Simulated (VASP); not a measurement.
Here is a VASP 6.6.1 calculation.

INCAR

```
SYSTEM = Re
PREC = Accurate
ENCUT = 560
EDIFF = 1E-6
ISMEAR = -1
SIGMA = 0.05
LREAL = .False.
LASPH = .True.
NELM = 120
ALGO = Normal
ISIF = 2
LWAVE = .False.
LCHARG = .False.
GGA = B5
ALDAX = 1.0
AGGAX = 1.0
AGGAC = 1.0
ALDAC = 0.0
IVDW = 12
VDW_S6 = 1.0
VDW_S8 = 2.6996
VDW_A1 = 0.4298
VDW_A2 = 4.2359
NBANDS = 22
GGA_COMPAT = .False.
```

File KPOINTS:

```
Automatic mesh
0
Gamma
  11 11 6
  0 0 0
```

The input POSCAR:

```
Re
1.0
    2.7790839766      0.0000000000      0.0000000000
   -1.3895419883      2.4067573230      0.0000000000
    0.0000000000      0.0000000000      4.4877253638
Re
2
Direct
    0.6666666667      0.3333333333      0.7500000000
    0.3333333333      0.6666666667      0.2500000000
```

Potentials or basis: VASP PAW PBE potentials, release 64 (Re_sv_GW).

Run with:

```sh
$ cat potpaw_PBE.64/Re_sv_GW/POTCAR > POTCAR
$ mpirun -np 1 vasp_std > vasp.out
```

Q: What does it give for the band gap on the k mesh?

A: Zero (bands 15 and 16 overlap by 3.25 eV).

Q: Estimate the pressure.

A: -5.5 GPa.

Q: Estimate the dispersion energy per atom.

A: -1.561 eV.

Stress tensor (GPa, compression positive):
```
-5.16  0.00  0.00
 0.00 -5.16  0.00
 0.00  0.00 -6.11
```

Caveat: the cell stands under tension; the dispersion term is far too large for a dense solid, which distorts pressure and volume; the PAW data sets were made with another functional, which shifts forces and pressure a little; spin-orbit coupling is left out, which moves the levels of the heavy elements.
